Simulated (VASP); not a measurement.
Write the native input for VASP 6.6.1 that does the following.

* Task: single point
* Functional: RPBE
* Dispersion: D4
* Potentials or basis: VASP PAW PBE potentials, release 64 (Li_sv, F)
* Cutoff: 520 eV
* k mesh: 10 × 10 × 10
* Occupations: gaussian, width 0.05 eV
* Spin: no spin polarisation
* Dipole correction: no
* Further INCAR settings: ALGO = Normal; EDIFF = 1e-07; NBANDS = 12

The structure of LiF lies in POSCAR:

```
LiF
1.0
    0.0000000000      2.0339235331      2.0339235331
    2.0339235331      0.0000000000      2.0339235331
    2.0339235331      2.0339235331      0.0000000000
Li F
1 1
Direct
    0.0000000000      0.0000000000      0.0000000000
    0.5000000000      0.5000000000      0.5000000000
```

This cell differs from its parent crystal: volume scaled by 0.98.

These files were run (other wordings do the same):

INCAR

```
ALGO = Normal
EDIFF = 1E-7
ENCUT = 520
GGA = RP
ISIF = 2
ISMEAR = 0
IVDW = 13
LASPH = T
LCHARG = F
LREAL = F
LWAVE = F
NBANDS = 12
NELM = 80
PREC = Accurate
SIGMA = 0.05
```

KPOINTS

```
k-points
0
Gamma
  10 10 10
```

Potentials or basis: VASP PAW PBE potentials, release 64 (Li_sv, F).

Run with:

```sh
$ cat potpaw_PBE.64/Li_sv/POTCAR potpaw_PBE.64/F/POTCAR > POTCAR
$ mpirun -np 1 vasp_std > vasp.out
```

Results of the run:

```yaml
Band_gap_on_the_k_mesh: 9.10 eV, direct
Dispersion_energy_per_atom: -0.137 eV
```

Wall time 8.6 s on 1 thread of Intel(R) Xeon(R) Platinum 8488C (Sapphire Rapids), with other jobs on the host, peak memory 0.13 GiB.
